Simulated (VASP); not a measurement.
# B6As (R-3m) in VASP: further runs, part 2 of 3

VASP 6.6.1.

### 3 Single point, r2SCAN

This run uses another cell than the first one, of 9.22 Å³/atom, 0.909 times its volume.

POSCAR

```
B6As
1.0
    3.0661280462      1.7702298529      3.9651959276
   -3.0661280462      1.7702298529      3.9651959276
    0.0000000000     -3.5404597057      3.9651959276
B As
12 2
Direct
    0.0151018127      0.0151018127      0.3249404239
    0.0151018127      0.3249404239      0.0151018127
    0.8217379156      0.2727458789      0.8217379156
    0.8217379156      0.8217379156      0.2727458789
    0.2727458789      0.8217379156      0.8217379156
    0.7272541211      0.1782620844      0.1782620844
    0.1782620844      0.7272541211      0.1782620844
    0.1782620844      0.1782620844      0.7272541211
    0.9848981873      0.6750595761      0.9848981873
    0.9848981873      0.9848981873      0.6750595761
    0.6750595761      0.9848981873      0.9848981873
    0.3249404239      0.0151018127      0.0151018127
    0.6003546047      0.6003546047      0.6003546047
    0.3996453953      0.3996453953      0.3996453953
```

INCAR.step1

```
PREC     = Accurate       # precision mode
ENCUT    = 520            # plane-wave cutoff, eV
ISMEAR   = 0              # smearing method
SIGMA    = 0.02           # smearing width, eV
LREAL    = False          # projectors in reciprocal space
LASPH    = True           # aspherical terms in the spheres
NELM     = 100            # most SCF steps
NBANDS   = 36             # bands
GGA      = PE             # functional
ALGO     = Normal         # electronic algorithm
EDIFF    = 1E-4           # SCF threshold, eV
LWAVE    = True           # write WAVECAR
LCHARG   = False          # write CHGCAR
```

INCAR.step2

```
PREC     = Accurate       # precision mode
ENCUT    = 520            # plane-wave cutoff, eV
EDIFF    = 1E-6           # SCF threshold, eV
ISMEAR   = 0              # smearing method
SIGMA    = 0.02           # smearing width, eV
LREAL    = False          # projectors in reciprocal space
LASPH    = True           # aspherical terms in the spheres
NELM     = 100            # most SCF steps
ALGO     = Normal         # electronic algorithm
ISIF     = 2              # what is computed and relaxed
LWAVE    = False          # write WAVECAR
LCHARG   = True           # write CHGCAR
METAGGA  = R2SCAN         # meta-GGA
LMIXTAU  = True         
LELF     = True           # ELF
LVHAR    = True         
NBANDS   = 36             # bands
ISTART   = 1
```

KPOINTS

```
Automatic mesh
0
Gamma
  6 6 6
```

Potentials or basis: VASP PAW PBE potentials, release 64 (B, As).

Launch:

```
> cat potpaw_PBE.64/B/POTCAR potpaw_PBE.64/As/POTCAR > POTCAR
> cp INCAR.step1 INCAR
> mpirun -np 1 vasp_std > vasp.out
> cp INCAR.step2 INCAR
> mpirun -np 1 vasp_std > vasp.out
```

OUTCAR:

```text
PREC = Accurate
   ENCUT = 520
   EDIFF = 1E-6
   ISMEAR = 0
   LREAL = False
   LASPH = True
   NELM = 100
   ISIF = 2
   METAGGA = R2SCAN
   ISTART = 1

 ion  position               nearest neighbor table
   1  0.015  0.015  0.325-  10 1.77   7 1.78   6 1.78   4 1.81   2 1.90  12 1.90
   2  0.015  0.325  0.015-   9 1.77   8 1.78   6 1.78   3 1.81  12 1.90   1 1.90
   3  0.822  0.273  0.822-   8 1.73   6 1.73  10 1.78  11 1.78   2 1.81  13 2.00
[... 1154 lines left out ...]
 -----------------------------------------------------------------------------
  energy-cutoff  :      520.00
  volume of cell :      129.13
      direct lattice vectors                 reciprocal lattice vectors
     3.066128046  1.770229853  3.965195928     0.163072120  0.094149732  0.084064783
    -3.066128046  1.770229853  3.965195928    -0.163072120  0.094149732  0.084064783
     0.000000000 -3.540459706  3.965195928     0.000000000 -0.188299464  0.084064783

 POSITION                                       TOTAL-FORCE (eV/Angst)
 -----------------------------------------------------------------------------------
      0.00000     -1.09697      1.40822        -0.000000     -0.003199      0.010411
     -0.95000      0.54849      1.40822        -0.002771      0.001600      0.010411
      1.68328     -0.97184      7.59819         0.004082     -0.002357      0.000860
      0.00000      1.94368      7.59819        -0.000000      0.004714      0.000860
     -1.68328     -0.97184      7.59819        -0.004082     -0.002357      0.000860
      1.68328      0.97184      4.29739         0.004082      0.002357     -0.000860
     -1.68328      0.97184      4.29739        -0.004082      0.002357     -0.000860
      0.00000     -1.94368      4.29739        -0.000000     -0.004714     -0.000860
      0.95000     -0.54849     10.48737         0.002771     -0.001600     -0.010411
      0.00000      1.09697     10.48737        -0.000000      0.003199     -0.010411
     -0.95000     -0.54849     10.48737        -0.002771     -0.001600     -0.010411
      0.95000      0.54849      1.40822         0.002771      0.001600      0.010411
      0.00000      0.00000      7.14157        -0.000000      0.000000      0.016131
      0.00000      0.00000      4.75402        -0.000000     -0.000000     -0.016131
 -----------------------------------------------------------------------------------
    total drift:                               -0.000000      0.000000      0.000000

  FREE ENERGIE OF THE ION-ELECTRON SYSTEM (eV)
  ---------------------------------------------------
  free  energy   TOTEN  =      -120.4708508606 eV

  energy  without entropy=     -120.4708508606  energy(sigma->0) =     -120.47085086
```

OSZICAR.step1:

```text
N       E                     dE             d eps       ncg     rms          rms(c)
DAV:   1     0.119757361392E+03    0.11976E+03   -0.20604E+04  2304   0.115E+03
DAV:   2    -0.906764726190E+02   -0.21043E+03   -0.19894E+03  2964   0.217E+02
DAV:   3    -0.996654742442E+02   -0.89890E+01   -0.89022E+01  3008   0.418E+01
DAV:   4    -0.997589046532E+02   -0.93430E-01   -0.93245E-01  3080   0.440E+00
DAV:   5    -0.997600787405E+02   -0.11741E-02   -0.11736E-02  3032   0.468E-01    0.128E+01
DAV:   6    -0.931451943739E+02    0.66149E+01   -0.93347E+00  2708   0.147E+01    0.696E+00
DAV:   7    -0.921958595781E+02    0.94933E+00   -0.41774E+00  2972   0.935E+00    0.272E+00
DAV:   8    -0.921817261270E+02    0.14133E-01   -0.78205E-01  2676   0.408E+00    0.110E+00
DAV:   9    -0.921743486979E+02    0.73774E-02   -0.45579E-02  2804   0.107E+00    0.577E-01
DAV:  10    -0.921755085022E+02   -0.11598E-02   -0.14427E-02  2852   0.548E-01    0.163E-01
DAV:  11    -0.921754740492E+02    0.34453E-04   -0.28476E-03  2680   0.265E-01    0.871E-02
DAV:  12    -0.921755445526E+02   -0.70503E-04   -0.37854E-04  2728   0.102E-01
   1 F= -.92175545E+02 E0= -.92175545E+02  d E =-.135864E-27
```

Wall time 5.4 min (1 thread of Intel Xeon 6975P-C (Granite Rapids), shared host); peak memory 0.32 GiB.

Results:

| Property | Result |
| --- | --- |
| Free energy | -120.4709 eV |
| Pressure | 0.3 GPa |
| Largest force | 0.016 eV/Å |
| Band gap on the k mesh | 2.88 eV, indirect (least direct gap 2.98 eV) |

Forces in eV/Å, atoms in the order of the input:
```
B    0.000 -0.003  0.010
B   -0.003  0.002  0.010
B    0.004 -0.002  0.001
B    0.000  0.005  0.001
B   -0.004 -0.002  0.001
B    0.004  0.002 -0.001
B   -0.004  0.002 -0.001
B    0.000 -0.005 -0.001
B    0.003 -0.002 -0.010
B    0.000  0.003 -0.010
B   -0.003 -0.002 -0.010
B    0.003  0.002  0.010
As   0.000  0.000  0.016
As   0.000  0.000 -0.016
```

Caveat: the PAW data sets were made with another functional, which shifts forces and pressure a little. r2SCAN opens gaps a little over a GGA but as a rule still falls short of measured ones.

### 4 Single point, r2SCAN

This run uses another cell than the first one, of 9.22 Å³/atom, 0.909 times its volume.

POSCAR is that of step 3.

INCAR.step1

```
SYSTEM = B6As
ALGO = Normal ; EDIFF = 1E-4
ENCUT = 520 ; GGA = PE
ISMEAR = 0 ; LASPH = .TRUE.
LCHARG = .FALSE. ; LREAL = .FALSE.
LWAVE = .TRUE. ; NBANDS = 36
NELM = 60 ; PREC = Accurate
SIGMA = 0.02
```

INCAR.step2

```
SYSTEM = B6As
ALGO = Normal ; EDIFF = 1E-6
ENCUT = 520 ; ISIF = 2
ISMEAR = 0 ; ISTART = 1
LASPH = .TRUE. ; LCHARG = .FALSE.
LMIXTAU = .TRUE. ; LREAL = .FALSE.
LWAVE = .FALSE. ; METAGGA = R2SCAN
NBANDS = 36 ; NELM = 60
PREC = Accurate ; SIGMA = 0.02
```

KPOINTS

```
k-points
0
G
  6 6 6
  0 0 0
```

Potentials or basis: VASP PAW PBE potentials, release 64 (B, As).

Launch:

```
> cat potpaw_PBE.64/B/POTCAR potpaw_PBE.64/As/POTCAR > POTCAR
> cp INCAR.step1 INCAR
> mpirun -np 1 vasp_std > vasp.out
> cp INCAR.step2 INCAR
> mpirun -np 1 vasp_std > vasp.out
```

OUTCAR:

```text
SYSTEM = B6As
   EDIFF = 1E-6
   ENCUT = 520
   ISIF = 2
   ISMEAR = 0
   ISTART = 1
   LASPH = .TRUE.
   LREAL = .FALSE.
   METAGGA = R2SCAN
   NELM = 60
   PREC = Accurate

 ion  position               nearest neighbor table
   1  0.015  0.015  0.325-  10 1.77   7 1.78   6 1.78   4 1.81   2 1.90  12 1.90
   2  0.015  0.325  0.015-   9 1.77   8 1.78   6 1.78   3 1.81  12 1.90   1 1.90
   3  0.822  0.273  0.822-   8 1.73   6 1.73  10 1.78  11 1.78   2 1.81  13 2.00
   4  0.822  0.822  0.273-   6 1.73   7 1.73   9 1.78  11 1.78   1 1.81  13 2.00
   5  0.273  0.822  0.822-   8 1.73   7 1.73  10 1.78   9 1.78  12 1.81  13 2.00
   6  0.727  0.178  0.178-   4 1.73   3 1.73   1 1.78   2 1.78  11 1.81  14 2.00
   7  0.178  0.727  0.178-   4 1.73   5 1.73   1 1.78  12 1.78   9 1.81  14 2.00
   8  0.178  0.178  0.727-   3 1.73   5 1.73   2 1.78  12 1.78  10 1.81  14 2.00
   9  0.985  0.675  0.985-   2 1.77   4 1.78   5 1.78   7 1.81  11 1.90  10 1.90
  10  0.985  0.985  0.675-   1 1.77   3 1.78   5 1.78   8 1.81   9 1.90  11 1.90
  11  0.675  0.985  0.985-  12 1.77   4 1.78   3 1.78   6 1.81   9 1.90  10 1.90
  12  0.325  0.015  0.015-  11 1.77   8 1.78   7 1.78   5 1.81   2 1.90   1 1.90
  13  0.600  0.600  0.600-   3 2.00   5 2.00   4 2.00  14 2.39
  14  0.400  0.400  0.400-   6 2.00   7 2.00   8 2.00  13 2.39

  LATTYP: Found a trigonal (rhomboedric) cell.
 ALAT       =     5.3157909733
 COS(alpha) =     0.3346122818

  Lattice vectors:

 A1 = (   3.0661280462,   1.7702298529,   3.9651959276)
 A2 = (  -3.0661280462,   1.7702298529,   3.9651959276)
 A3 = (   0.0000000000,  -3.5404597057,   3.9651959276)

Analysis of symmetry for initial positions (statically):
=====================================================================
 Subroutine PRICEL returns:
 Original cell was already a primitive cell.

 Routine SETGRP: Setting up the symmetry group for a
 trigonal (rhombohedral) supercell.

 Subroutine GETGRP returns: Found 12 space group operations
 (whereof 12 operations were pure point group operations)
 out of a pool of 12 trial point group operations.

The static configuration has the point symmetry D_3d.

Analysis of symmetry for dynamics (positions and initial velocities):
=====================================================================
 Subroutine PRICEL returns:
 Original cell was already a primitive cell.

 Routine SETGRP: Setting up the symmetry group for a
 trigonal (rhombohedral) supercell.

 Subroutine GETGRP returns: Found 12 space group operations
 (whereof 12 operations were pure point group operations)
 out of a pool of 12 trial point group operations.

The dynamic configuration has the point symmetry D_3d.

 Subroutine INISYM returns: Found 12 space group operations
 (whereof 12 operations are pure point group operations),
 and found     1 'primitive' translations

----------------------------------------------------------------------------------------

                                     Primitive cell

  volume of cell :     129.1326

  direct lattice vectors                    reciprocal lattice vectors
     3.066128046  1.770229853  3.965195928     0.163072120  0.094149732  0.084064783
    -3.066128046  1.770229853  3.965195928    -0.163072120  0.094149732  0.084064783
     0.000000000 -3.540459706  3.965195928     0.000000000 -0.188299464  0.084064783
[... 97 lines left out ...]
   NGXF,Y,Z  is equivalent  to a cutoff of  25.02, 25.02, 25.02 a.u.
 SYSTEM =  B6As
   PREC   = accura    normal or accurate (medium, high low for compatibility)
   ISTART =      1    job   : 0-new  1-cont  2-samecut
   ICHARG =      0    charge: 1-file 2-atom 10-const
   ISPIN  =      1    spin polarized calculation?
   LNONCOLLINEAR =      F non collinear calculations
   LSORBIT =      F    spin-orbit coupling
   LASPH  =      T    aspherical Exc in radial PAW
   ENCUT  =  520.0 eV  38.22 Ry    6.18 a.u.   9.88  9.88  9.88*2*pi/ulx,y,z
   NELM   =     60;   NELMIN=  2; NELMDL=  0     # of ELM steps
   EDIFF  = 0.1E-05   stopping-criterion for ELM
   LREAL  =      F    real-space projection
   EDIFFG = 0.1E-04   stopping-criterion for IOM
   NSW    =      0    number of steps for IOM
   IBRION =     -1    ionic relax: 0-MD 1-quasi-New 2-CG
   NFREE  =      0    steps in history (QN), initial steepest desc. (CG)
   ISIF   =      2    stress and relaxation
   ISYM   =      2    0-nonsym 1-usesym 2-fastsym
   POTIM  = 0.5000    time-step for ionic-motion
   TEBEG  =    0.0;   TEEND  =   0.0 temperature during run
   PSTRESS=    0.0 pullay stress
   NELECT =      46.0000    total number of electrons
   NUPDOWN=      -1.0000    fix difference up-down
   EMIN   =  10.00;   EMAX   =-10.00  energy-range for DOS
   EFERMI =   0.00;   METHOD = LEGACY
   ISMEAR =     0;   SIGMA  =   0.02  broadening in eV -4-tet -1-fermi 0-gaus
   EFERMI_NEDOS =   21; number of points for ismear=-14 and -15
   IALGO  =     38    algorithm
   IMIX   =      4    mixing-type and parameters
     AMIX     =   0.40;   BMIX     =  1.00
     AMIX_MAG =   1.60;   BMIX_MAG =  1.00
  volume/ion in A,a.u.               =       9.22        62.24
  Fermi-wavevector in a.u.,A,eV,Ry     =   1.160510  2.193046 18.324096  1.346783
  Thomas-Fermi vector in A             =   2.297092
   LORBIT       =      0    0 simple, 1 ext, 2 COOP (PROOUT), +10 PAW based schemes
   METAGGA = R2SCAN    functional components
   LHFCALC =     F    Hartree Fock is set to
   AEXX    =    0.0000 exact exchange contribution
   IVDW    =     0    specifies the selected vdW correction
   LEPSILON=     F    determine dielectric tensor
   LRPA    =     F    only Hartree local field effects (RPA)
 non-spin polarized calculation
 Gauss-broadening in eV      SIGMA  =   0.02
  energy-cutoff  :      520.00
  volume of cell :      129.13
 maximum number of plane-waves:      3530
   NGX = 19   NGY = 19   NGZ = 19

 number of electron      46.0000001 magnetization

 Free energy of the ion-electron system (eV)
  ---------------------------------------------------
  ext. energy  EPLUGINS =         0.00000000
  ---------------------------------------------------
  free energy    TOTEN  =      -120.47085086 eV

  energy without entropy =     -120.47085086  energy(sigma->0) =     -120.47085086

 E-fermi :   4.4934     XC(G=0): -11.6588

 val. band max:        4.3964892019   @ k =   0.5000   0.5000   0.5000
 cond. band min:       7.2794257292   @ k =   0.5000   0.0000  -0.0000
 fundamental gap:      2.8829365273
 Fermi energy:         4.4934312681

 k-point     1 :       0.0000    0.0000    0.0000
  band No.  band energies     occupation
      1     -11.1481      2.00000
      2      -7.8829      2.00000
      3      -6.2875      2.00000
      4      -6.2875      2.00000
      5      -6.0997      2.00000
      6      -4.9484      2.00000
[... 901 lines left out ...]
     34      13.1980      0.00000
     35      13.5370      0.00000

 [... further k-points ...]

 [bands above 35 left out]

------------------------ aborting loop because EDIFF is reached ----------------------------------------

  FORCE on cell =-STRESS in cart. coord.  units (eV):
  Direction    XX          YY          ZZ          XY          YZ          ZX
  --------------------------------------------------------------------------------------
  -------------------------------------------------------------------------------------
  Total        0.2204937      0.2204937      0.1931630      0.0000000      0.0000000      0.0000000
  in kB        2.7357150      2.7357150      2.3966171      0.0000000      0.0000000      0.0000000
  external PRESSURE =       2.6226824 kB  Pullay stress =       0.0000000 kB

 VOLUME and BASIS-vectors are now :
 -----------------------------------------------------------------------------
  energy-cutoff  :      520.00
  volume of cell :      129.13
      direct lattice vectors                 reciprocal lattice vectors
     3.066128046  1.770229853  3.965195928     0.163072120  0.094149732  0.084064783
    -3.066128046  1.770229853  3.965195928    -0.163072120  0.094149732  0.084064783
     0.000000000 -3.540459706  3.965195928     0.000000000 -0.188299464  0.084064783

 POSITION                                       TOTAL-FORCE (eV/Angst)
 -----------------------------------------------------------------------------------
      0.00000     -1.09697      1.40822        -0.000000     -0.003199      0.010411
     -0.95000      0.54849      1.40822        -0.002771      0.001600      0.010411
      1.68328     -0.97184      7.59819         0.004082     -0.002357      0.000860
      0.00000      1.94368      7.59819        -0.000000      0.004714      0.000860
     -1.68328     -0.97184      7.59819        -0.004082     -0.002357      0.000860
      1.68328      0.97184      4.29739         0.004082      0.002357     -0.000860
     -1.68328      0.97184      4.29739        -0.004082      0.002357     -0.000860
      0.00000     -1.94368      4.29739        -0.000000     -0.004714     -0.000860
      0.95000     -0.54849     10.48737         0.002771     -0.001600     -0.010411
      0.00000      1.09697     10.48737        -0.000000      0.003199     -0.010411
     -0.95000     -0.54849     10.48737        -0.002771     -0.001600     -0.010411
      0.95000      0.54849      1.40822         0.002771      0.001600      0.010411
      0.00000      0.00000      7.14157        -0.000000      0.000000      0.016131
      0.00000      0.00000      4.75402        -0.000000     -0.000000     -0.016131
 -----------------------------------------------------------------------------------
    total drift:                               -0.000000      0.000000      0.000000

  FREE ENERGIE OF THE ION-ELECTRON SYSTEM (eV)
  ---------------------------------------------------
  free  energy   TOTEN  =      -120.4708508606 eV

  energy  without entropy=     -120.4708508606  energy(sigma->0) =     -120.47085086
```

It took 5.5 min on 1 thread of Intel Xeon 6975P-C (Granite Rapids), shared host; peak memory 0.32 GiB.

Results:

```yaml
Free_energy: -120.4709 eV
Pressure: 0.3 GPa
Largest_force: 0.016 eV/Å
Band_gap_on_the_k_mesh: 2.88 eV, indirect (least direct gap 2.98 eV)
```

Forces on the atoms (eV/Å):
```
B    0.000 -0.003  0.010
B   -0.003  0.002  0.010
B    0.004 -0.002  0.001
B    0.000  0.005  0.001
B   -0.004 -0.002  0.001
B    0.004  0.002 -0.001
B   -0.004  0.002 -0.001
B    0.000 -0.005 -0.001
B    0.003 -0.002 -0.010
B    0.000  0.003 -0.010
B   -0.003 -0.002 -0.010
B    0.003  0.002  0.010
As   0.000  0.000  0.016
As   0.000  0.000 -0.016
```

Levels at points of the mesh, in eV from the valence-band top:
```
           k point  band 20  band 21  band 22  band 23  band 24  band 25  band 26  band 27
(0.00, 0.00, 0.00)    -0.21    -0.21    -0.08    -0.08     4.79     5.09     5.09     5.30
(0.50, 0.00, 0.00)    -1.42    -1.41    -1.17    -0.11     2.88     4.49     4.96     5.47
(0.50, 0.50, 0.00)    -1.65    -1.03    -0.73    -0.29     3.69     4.77     5.08     5.41
(0.50, 0.50, 0.50)    -0.85    -0.83    -0.83     0.00     2.98     3.97     4.03     4.92
```

Caveat: the PAW data sets were made with another functional, which shifts forces and pressure a little.

[end of part 2 of 3]
